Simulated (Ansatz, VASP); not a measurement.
## One calculation of Mg4TiN, two programs

```xyz
6
Lattice="4.8492 0.0000 0.0000 -2.4246 4.1996 0.0000 0.0000 0.0000 5.3043" Properties=species:S:1:pos:R:3 pbc="T T T"
Mg    0.0000    2.7997    3.9867
Mg    0.0000    2.7997    1.3176
Mg    2.4246    1.3999    3.9867
Mg    2.4246    1.3999    1.3176
Ti    0.0000    0.0000    0.0000
N     0.0000    0.0000    2.6522
```

Change from the starting cell: species swapped into the ZrTiB4 type (P6/mmm, No. 191).

Alike in both runs: task relaxation of cell and atoms; functional PBE; k mesh 12 × 12 × 8; occupations gaussian, width 0.1 eV; no spin polarisation.

|  | VASP | Ansatz |
| --- | --- | --- |
| version | VASP 6.6.1 | Ansatz 0.2.0 |
| potentials or method | VASP PAW PBE potentials, release 64 (Mg, Ti_sv, N), cutoff 600 eV | scalar-relativistic, plane waves, PAW |
| valence electrons in the cell | 25 | 57 |

|  | VASP | Ansatz | Ansatz less VASP |
| --- | --- | --- | --- |
| gap on the k mesh at the Fermi level, each at its own relaxed structure (eV) | none | none | - |
| relaxed volume (Å³/atom) | 17.90 | 17.92 | +0.026 |
| relaxed length of the cell vector where the two differ most in proportion (Å) | 4.823 | 4.826 | +0.0025 |

A gap of «none» marks a metal or a gap that the smearing closes. VASP's potentials hold 25 valence electrons a cell and Ansatz's 57, so a difference there can come from the potentials and not from the codes.
